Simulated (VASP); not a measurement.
# C: single point with PBE

C:

```xyz
1
Lattice="2.2027 -3.7919 0.0000 2.2027 3.7919 0.0000 0.0000 0.0000 1.2823" Properties=species:S:1:pos:R:3 pbc="T T T"
C     0.0000    0.0000    0.0000
```

* Program: VASP 6.6.1
* Task: single point
* Functional: PBE
* Potentials or basis: VASP PAW PBE potentials, release 64 (C)
* Cutoff: 520 eV
* k mesh: 14 × 14 × 42
* Occupations: gaussian, width 0.1 eV
* Spin: no spin polarisation

| Item | Value |
| --- | --- |
| Pressure | -0.1 GPa |
| Band gap on the k mesh | zero (band 2 reaches 7.71 eV, above the bottom of band 3 at -6.82 eV) |

Stress tensor (GPa, compression positive):
```
 0.01  0.00  0.00
 0.00  0.01  0.00
 0.00  0.00 -0.27
```

Levels at points of the mesh, in eV from the Fermi level:
```tsv
k point	band 1	band 2	band 3	band 4	band 5	band 6	band 7
(0.00, 0.00, 0.00)	-16.29	-5.11	-5.11	3.83	9.87	9.94	12.23
(0.50, 0.00, 0.00)	-16.24	-5.54	-5.20	6.19	7.02	12.56	12.79
(0.50, 0.50, 0.00)	-16.24	-5.54	-5.21	6.18	7.05	12.51	12.80
(0.00, 0.00, 0.50)	-9.04	8.54	11.23	11.23	23.67	23.69	24.78
(0.50, 0.00, 0.50)	-9.03	8.62	11.12	11.21	22.08	23.34	27.65
(0.50, 0.50, 0.50)	-9.03	8.62	11.12	11.21	22.08	23.32	27.68
```

Run time: 2.1 min on 1 thread of Intel(R) Xeon(R) Platinum 8375C CPU @ 2.90GHz (Ice Lake), on a shared host, peak memory 0.28 GiB.
